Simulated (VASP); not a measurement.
# Nb2AlC (P6_3/mmc) in VASP: a series of runs

Nb2AlC is run at these levels: LDA; tasks: single point.

Program: VASP 6.6.1. These are calculated values, not measurements. Logs are shortened: lines on timing, memory, paths and dates and some standing lists are left out, and cuts for length are marked.

**1. The cell of the first run**

Symmetry: P6_3/mmc, No. 194, hexagonal system. Conventional cell: a = 3.102 Å, b = 3.102 Å, c = 13.845 Å, α = 90.00°, β = 90.00°, γ = 120.00°. Within 3.9 Å of Al (site symmetry -6m2) lie 6 Nb at 2.85 Å and 6 Al at 3.10 Å and 6 C at 3.90 Å. Within 2.9 Å of Nb (site symmetry 3m) lie 3 C at 2.18 Å and 3 Al at 2.85 Å. C (site symmetry -3m) has 6 Nb at 2.18 Å within 2.9 Å.

**2. Single point, LDA**

The input, INCAR:

```
ALGO     = Normal         # electronic algorithm
EDIFF    = 1E-6           # SCF threshold, eV
ENCUT    = 520            # plane-wave cutoff, eV
ISIF     = 2              # what is computed and relaxed
ISMEAR   = -1             # smearing method
LASPH    = T              # aspherical terms in the spheres
LCHARG   = F              # write CHGCAR
LREAL    = F              # projectors in reciprocal space
LWAVE    = F              # write WAVECAR
NBANDS   = 43             # bands
NELM     = 80             # most SCF steps
PREC     = Accurate       # precision mode
SIGMA    = 0.1            # smearing width, eV
```

The input, KPOINTS:

```
k-points
0
Gamma
  10 10 2
```

The input, POSCAR:

```
Nb2AlC
1.0
    3.1016125229      0.0000000000      0.0000000000
   -1.5508062615      2.6860752921      0.0000000000
    0.0000000000      0.0000000000     13.8445191143
Al Nb C
2 4 2
Direct
    0.3333333333      0.6666666667      0.7500000000
    0.6666666667      0.3333333333      0.2500000000
    0.3333333333      0.6666666667      0.0897490000
    0.6666666667      0.3333333333      0.5897490000
    0.6666666667      0.3333333333      0.9102510000
    0.3333333333      0.6666666667      0.4102510000
    0.0000000000      0.0000000000      0.0000000000
    0.0000000000      0.0000000000      0.5000000000
```

Potentials or basis: VASP PAW LDA potentials, release 64 (Al, Nb_sv, C).

Launch:

```bash
cat potpaw_LDA.64/Al/POTCAR potpaw_LDA.64/Nb_sv/POTCAR potpaw_LDA.64/C/POTCAR > POTCAR
mpirun -np 1 vasp_std > vasp.out
```

OUTCAR:

```text
EDIFF = 1E-6
   ENCUT = 520
   ISIF = 2
   ISMEAR = -1
   LASPH = T
   LREAL = F
   NELM = 80
   PREC = Accurate

 ion  position               nearest neighbor table
   1  0.333  0.667  0.750-   4 2.85   5 2.85   4 2.85   5 2.85   4 2.85   5 2.85
   2  0.667  0.333  0.250-   3 2.85   6 2.85   3 2.85   6 2.85   3 2.85   6 2.85
   3  0.333  0.667  0.090-   7 2.18   7 2.18   7 2.18   2 2.85   2 2.85   2 2.85
   4  0.667  0.333  0.590-   8 2.18   8 2.18   8 2.18   1 2.85   1 2.85   1 2.85
   5  0.667  0.333  0.910-   7 2.18   7 2.18   7 2.18   1 2.85   1 2.85   1 2.85
   6  0.333  0.667  0.410-   8 2.18   8 2.18   8 2.18   2 2.85   2 2.85   2 2.85
   7  0.000  0.000  0.000-   3 2.18   5 2.18   5 2.18   3 2.18   5 2.18   3 2.18
   8  0.000  0.000  0.500-   4 2.18   6 2.18   4 2.18   6 2.18   4 2.18   6 2.18

  LATTYP: Found a hexagonal cell.
 ALAT       =     3.1016125229
 C/A-ratio  =     4.4636520559

  Lattice vectors:

 A1 = (   3.1016125229,   0.0000000000,   0.0000000000)
 A2 = (  -1.5508062615,   2.6860752921,   0.0000000000)
 A3 = (   0.0000000000,   0.0000000000,  13.8445191143)

Analysis of symmetry for initial positions (statically):
=====================================================================
 Subroutine PRICEL returns:
 Original cell was already a primitive cell.

 Routine SETGRP: Setting up the symmetry group for a
 hexagonal supercell.

 Subroutine GETGRP returns: Found 24 space group operations
 (whereof 12 operations were pure point group operations)
 out of a pool of 24 trial point group operations.

The static configuration has the point symmetry D_3d.
 The point group associated with its full space group is D_6h.

Analysis of symmetry for dynamics (positions and initial velocities):
=====================================================================
 Subroutine PRICEL returns:
 Original cell was already a primitive cell.

 Routine SETGRP: Setting up the symmetry group for a
 hexagonal supercell.

 Subroutine GETGRP returns: Found 24 space group operations
 (whereof 12 operations were pure point group operations)
 out of a pool of 24 trial point group operations.

The dynamic configuration has the point symmetry D_3d.
 The point group associated with its full space group is D_6h.

 Subroutine INISYM returns: Found 24 space group operations
 (whereof 12 operations are pure point group operations),
 and found     1 'primitive' translations

----------------------------------------------------------------------------------------

                                     Primitive cell

  volume of cell :     115.3410

  direct lattice vectors                    reciprocal lattice vectors
     3.101612523  0.000000000  0.000000000     0.322412936  0.186145192  0.000000000
    -1.550806262  2.686075292  0.000000000     0.000000000  0.372290383  0.000000000
     0.000000000  0.000000000 13.844519114     0.000000000  0.000000000  0.072230750

  length of vectors
     3.101612523  3.101612570 13.844519114     0.372290389  0.372290383  0.072230750

  position of ions in fractional coordinates (direct lattice)
     0.333333333  0.666666667  0.750000000
     0.666666667  0.333333333  0.250000000
     0.333333333  0.666666667  0.089749000
     0.666666667  0.333333333  0.589749000
     0.666666667  0.333333333  0.910251000
     0.333333333  0.666666667  0.410251000
     0.000000000  0.000000000  0.000000000
     0.000000000  0.000000000  0.500000000

  ion indices of the primitive-cell ions
   primitive index   ion index
                 1           1
                 2           2
                 3           3
                 4           4
                 5           5
                 6           6
                 7           7
                 8           8

----------------------------------------------------------------------------------------

 KPOINTS: k-points

Automatic generation of k-mesh.
 Grid dimensions read from file:
 generate k-points for:   10   10    2

 Generating k-lattice:

  Cartesian coordinates                     Fractional coordinates (reciprocal lattice)
     0.032241294  0.018614519  0.000000000     0.100000000 -0.000000000  0.000000000
     0.000000000  0.037229038  0.000000000     0.000000000  0.100000000  0.000000000
     0.000000000  0.000000000  0.036115375     0.000000000  0.000000000  0.500000000

  Length of vectors
     0.037229039  0.037229038  0.036115375

  Shift w.r.t. Gamma in fractional coordinates (k-lattice)
     0.000000000  0.000000000  0.000000000

 Subroutine IBZKPT returns following result:
 ===========================================

 Found     28 irreducible k-points:

 Following reciprocal coordinates:
            Coordinates               Weight
  0.000000  0.000000  0.000000      1.000000
  0.100000 -0.000000  0.000000      6.000000
  0.200000 -0.000000  0.000000      6.000000
  0.300000  0.000000  0.000000      6.000000
  0.400000  0.000000  0.000000      6.000000
  0.500000  0.000000  0.000000      3.000000
[... 16 lines left out ...]
  0.300000  0.100000  0.500000     12.000000
  0.400000  0.100000  0.500000     12.000000
 [... further k-points ...]
   k-points           NKPTS =     28   k-points in BZ     NKDIM =     28   number of bands    NBANDS=     43
   number of dos      NEDOS =    301   number of ions     NIONS =      8
   total plane-waves  NPLWV =  62208
   dimension x,y,z NGX =    24 NGY =   24 NGZ =  108
   dimension x,y,z NGXF=    48 NGYF=   48 NGZF=  216
   ions per type =               2   4   2
   NGX,Y,Z   is equivalent  to a cutoff of  12.86, 12.86, 12.97 a.u.
   NGXF,Y,Z  is equivalent  to a cutoff of  25.73, 25.73, 25.94 a.u.
 SYSTEM =  unknown system
   PREC   = accura    normal or accurate (medium, high low for compatibility)
   ISTART =      0    job   : 0-new  1-cont  2-samecut
   ICHARG =      2    charge: 1-file 2-atom 10-const
   ISPIN  =      1    spin polarized calculation?
   LNONCOLLINEAR =      F non collinear calculations
   LSORBIT =      F    spin-orbit coupling
   LASPH  =      T    aspherical Exc in radial PAW
   ENCUT  =  520.0 eV  38.22 Ry    6.18 a.u.   5.77  5.77 25.74*2*pi/ulx,y,z
   NELM   =     80;   NELMIN=  2; NELMDL= -5     # of ELM steps
   EDIFF  = 0.1E-05   stopping-criterion for ELM
   LREAL  =      F    real-space projection
   EDIFFG = 0.1E-04   stopping-criterion for IOM
   NSW    =      0    number of steps for IOM
   IBRION =     -1    ionic relax: 0-MD 1-quasi-New 2-CG
   NFREE  =      0    steps in history (QN), initial steepest desc. (CG)
   ISIF   =      2    stress and relaxation
   ISYM   =      2    0-nonsym 1-usesym 2-fastsym
   POTIM  = 0.5000    time-step for ionic-motion
   TEBEG  =    0.0;   TEEND  =   0.0 temperature during run
   PSTRESS=    0.0 pullay stress
   NELECT =      66.0000    total number of electrons
   NUPDOWN=      -1.0000    fix difference up-down
   EMIN   =  10.00;   EMAX   =-10.00  energy-range for DOS
   EFERMI =   0.00;   METHOD = LEGACY
   ISMEAR =    -1;   SIGMA  =   0.10  broadening in eV -4-tet -1-fermi 0-gaus
   EFERMI_NEDOS =   21; number of points for ismear=-14 and -15
   IALGO  =     38    algorithm
   IMIX   =      4    mixing-type and parameters
     AMIX     =   0.40;   BMIX     =  1.00
     AMIX_MAG =   1.60;   BMIX_MAG =  1.00
  volume/ion in A,a.u.               =      14.42        97.29
  Fermi-wavevector in a.u.,A,eV,Ry     =   1.359132  2.568387 25.133220  1.847240
  Thomas-Fermi vector in A             =   2.485906
   LORBIT       =      0    0 simple, 1 ext, 2 COOP (PROOUT), +10 PAW based schemes
   GGA     = CA    functional components
   LHFCALC =     F    Hartree Fock is set to
   AEXX    =    0.0000 exact exchange contribution
   IVDW    =     0    specifies the selected vdW correction
   LEPSILON=     F    determine dielectric tensor
   LRPA    =     F    only Hartree local field effects (RPA)
 non-spin polarized calculation
  energy-cutoff  :      520.00
  volume of cell :      115.34
 maximum number of plane-waves:      3124
 NGX is ok and might be reduce to    24
   NGX = 11   NGY = 11   NGZ = 51

 number of electron      66.0000005 magnetization

 Free energy of the ion-electron system (eV)
  ---------------------------------------------------
  ext. energy  EPLUGINS =         0.00000000
  ---------------------------------------------------
  free energy    TOTEN  =       -78.30394884 eV

  energy without entropy =      -78.20748648  energy(sigma->0) =      -78.25571766

 E-fermi :  10.3167     XC(G=0): -12.1510

 val. band max:       10.3004346960   @ k =   0.1000   0.1000   0.5000
 cond. band min:      10.4236575236   @ k =   0.1000   0.1000   0.0000
 fundamental gap:      0.1232228275
 Fermi energy:        10.3167462598

 k-point     1 :       0.0000    0.0000    0.0000
  band No.  band energies     occupation
      1     -44.4747      2.00000
      2     -44.4745      2.00000
      3     -44.3923      2.00000
      4     -44.3921      2.00000
      5     -21.1113      2.00000
      6     -21.1033      2.00000
[... 35 lines left out ...]
     42      12.4247      0.00000
     43      13.3222      0.00000

 k-point     2 :       0.1000   -0.0000    0.0000
  band No.  band energies     occupation
      1     -44.4646      2.00000
      2     -44.4644      2.00000
      3     -44.3857      2.00000
      4     -44.3855      2.00000
      5     -21.0925      2.00000
      6     -21.0849      2.00000
[... 35 lines left out ...]
     42      12.6304      0.00000
     43      13.9790      0.00000

 k-point     3 :       0.2000   -0.0000    0.0000
  band No.  band energies     occupation
      1     -44.4374      2.00000
      2     -44.4372      2.00000
      3     -44.3686      2.00000
      4     -44.3684      2.00000
      5     -21.0480      2.00000
      6     -21.0418      2.00000
[... 35 lines left out ...]
     42      12.8430      0.00000
     43      14.6241      0.00000

 k-point     4 :       0.3000    0.0000    0.0000
  band No.  band energies     occupation
      1     -44.4022      2.00000
      2     -44.4021      2.00000
      3     -44.3487      2.00000
      4     -44.3486      2.00000
      5     -21.0296      2.00000
      6     -21.0262      2.00000
[... 863 lines left out ...]
     42      13.2979      0.00000
     43      14.8851      0.00000

 k-point    23 :       0.3000    0.1000    0.5000
  band No.  band energies     occupation
      1     -44.3812      2.00000
      2     -44.3812      2.00000
      3     -44.3387      2.00000
      4     -44.3387      2.00000
      5     -21.0539      2.00000
      6     -21.0539      2.00000
[... 35 lines left out ...]
     42      13.4570      0.00000
     43      14.3719      0.00000

 k-point    24 :       0.4000    0.1000    0.5000
  band No.  band energies     occupation
      1     -44.3581      2.00000
      2     -44.3581      2.00000
      3     -44.3307      2.00000
      4     -44.3307      2.00000
      5     -21.1351      2.00000
      6     -21.1351      2.00000
[... 35 lines left out ...]
     42      13.9446      0.00000
     43      14.2114      0.00000

 [... further k-points ...]

------------------------ aborting loop because EDIFF is reached ----------------------------------------

  FORCE on cell =-STRESS in cart. coord.  units (eV):
  Direction    XX          YY          ZZ          XY          YZ          ZX
  --------------------------------------------------------------------------------------
  -------------------------------------------------------------------------------------
  Total       -3.8707237     -3.8707239     -4.3178912      0.0000000      0.0000000      0.0000000
  in kB      -53.7674152    -53.7674174    -59.9789258      0.0000000      0.0000000      0.0000000
  external PRESSURE =     -55.8379194 kB  Pullay stress =       0.0000000 kB

 VOLUME and BASIS-vectors are now :
 -----------------------------------------------------------------------------
  energy-cutoff  :      520.00
  volume of cell :      115.34
      direct lattice vectors                 reciprocal lattice vectors
     3.101612523  0.000000000  0.000000000     0.322412936  0.186145192  0.000000000
    -1.550806262  2.686075292  0.000000000     0.000000000  0.372290383  0.000000000
     0.000000000  0.000000000 13.844519114     0.000000000  0.000000000  0.072230750

 POSITION                                       TOTAL-FORCE (eV/Angst)
 -----------------------------------------------------------------------------------
     -0.00000      1.79072     10.38339        -0.000000     -0.000000      0.000000
      1.55081      0.89536      3.46113        -0.000000      0.000000      0.000000
     -0.00000      1.79072      1.24253        -0.000000      0.000000     -0.583328
      1.55081      0.89536      8.16479         0.000000     -0.000000     -0.583328
      1.55081      0.89536     12.60199         0.000000     -0.000000      0.583328
     -0.00000      1.79072      5.67973        -0.000000      0.000000      0.583328
      0.00000      0.00000      0.00000        -0.000000      0.000000      0.000000
      0.00000      0.00000      6.92226        -0.000000      0.000000      0.000000
 -----------------------------------------------------------------------------------
    total drift:                                0.000000     -0.000000      0.000000

  FREE ENERGIE OF THE ION-ELECTRON SYSTEM (eV)
  ---------------------------------------------------
  free  energy   TOTEN  =       -78.3039488398 eV

  energy  without entropy=      -78.2074864782  energy(sigma->0) =      -78.25571766
```

Run time: 2.4 min. Hardware: 1 thread of Intel Xeon Platinum 8488C (Sapphire Rapids), shared host; peak memory 0.26 GiB.

Results:

| Quantity | Value |
| --- | --- |
| Free energy | -78.3039 eV |
| Pressure | -5.6 GPa |
| Largest force | 0.583 eV/Å |
| Band gap on the k mesh | zero (bands 33 and 34 overlap by 2.43 eV) |

Forces in eV/Å, atoms in the order of the input:
```
Al   0.000  0.000  0.000
Al   0.000  0.000  0.000
Nb   0.000  0.000 -0.583
Nb   0.000  0.000 -0.583
Nb   0.000  0.000  0.583
Nb   0.000  0.000  0.583
C    0.000  0.000  0.000
C    0.000  0.000  0.000
```

Levels at points of the mesh, in eV from the Fermi level:
```csv
k point,band 31,band 32,band 33,band 34,band 35,band 36
"(0.00, 0.00, 0.00)",-0.36,-0.36,-0.33,-0.33,1.02,1.02
"(0.50, 0.00, 0.00)",-1.38,-1.28,1.09,1.42,1.67,1.75
"(0.00, 0.00, 0.50)",-0.34,-0.34,-0.34,-0.34,1.08,1.08
"(0.50, 0.00, 0.50)",-1.33,-1.33,1.51,1.51,1.62,1.62
```

Caveat: the cell stands under tension.

**3. Single point, LDA**

This run uses another cell than the first one, of 14.71 Å³/atom.

The input, INCAR:

```
PREC = Accurate ; ENCUT = 520
EDIFF = 1E-6 ; ISMEAR = -1
SIGMA = 0.1 ; LREAL = F
LASPH = T ; NELM = 100
ALGO = Normal ; ISIF = 2
LWAVE = F ; LCHARG = F
NBANDS = 43
```

The input, KPOINTS:

```
regular mesh
0
Gamma
  10 10 2
```

Edit POSCAR of step 2 so:

```diff
@@ -2,5 +2,5 @@
 1.0
-    3.1016125229      0.0000000000      0.0000000000
-   -1.5508062615      2.6860752921      0.0000000000
-    0.0000000000      0.0000000000     13.8445191143
+    3.1225700000      0.0000000000      0.0000000000
+   -1.5612850000      2.7042250000      0.0000000000
+    0.0000000000      0.0000000000     13.9380660000
 Al Nb C
```

Potentials or basis: VASP PAW LDA potentials, release 64 (Al, Nb_sv, C).

Launch:

```bash
cat potpaw_LDA.64/Al/POTCAR potpaw_LDA.64/Nb_sv/POTCAR potpaw_LDA.64/C/POTCAR > POTCAR
mpirun -np 1 vasp_std > vasp.out
```

Run time: 2.3 min. Hardware: 1 thread of Intel Xeon Platinum 8488C (Sapphire Rapids), shared host; peak memory 0.26 GiB.

The run converged. Its results:

- Free energy: -78.1941 eV
- Pressure: -9.5 GPa
- Largest force: 0.789 eV/Å
- Band gap on the k mesh: zero (bands 33 and 34 overlap by 2.36 eV)

Forces in eV/Å, atoms in the order of the input:
```
Al   0.000  0.000  0.000
Al   0.000  0.000  0.000
Nb   0.000  0.000 -0.789
Nb   0.000  0.000 -0.789
Nb   0.000  0.000  0.789
Nb   0.000  0.000  0.789
C    0.000  0.000  0.000
C    0.000  0.000  0.000
```

Stress tensor (GPa, compression positive):
```
 -9.21   0.00   0.00
  0.00  -9.21   0.00
  0.00   0.00 -10.03
```

Levels at points of the mesh, in eV from the Fermi level:
```csv
k point,band 30,band 31,band 32,band 33,band 34,band 35,band 36,band 37
"(0.00, 0.00, 0.00)",-0.91,-0.35,-0.35,-0.32,-0.32,0.99,0.99,1.10
"(0.50, 0.00, 0.00)",-2.53,-1.39,-1.29,1.06,1.38,1.63,1.70,1.85
"(0.00, 0.00, 0.50)",-1.10,-0.33,-0.33,-0.33,-0.33,1.04,1.04,1.04
"(0.50, 0.00, 0.50)",-2.78,-1.34,-1.34,1.47,1.47,1.58,1.58,1.81
```

Caveat: the cell stands under tension.

The gap in the log of VASP goes by the Fermi energy; the results here count the filled bands.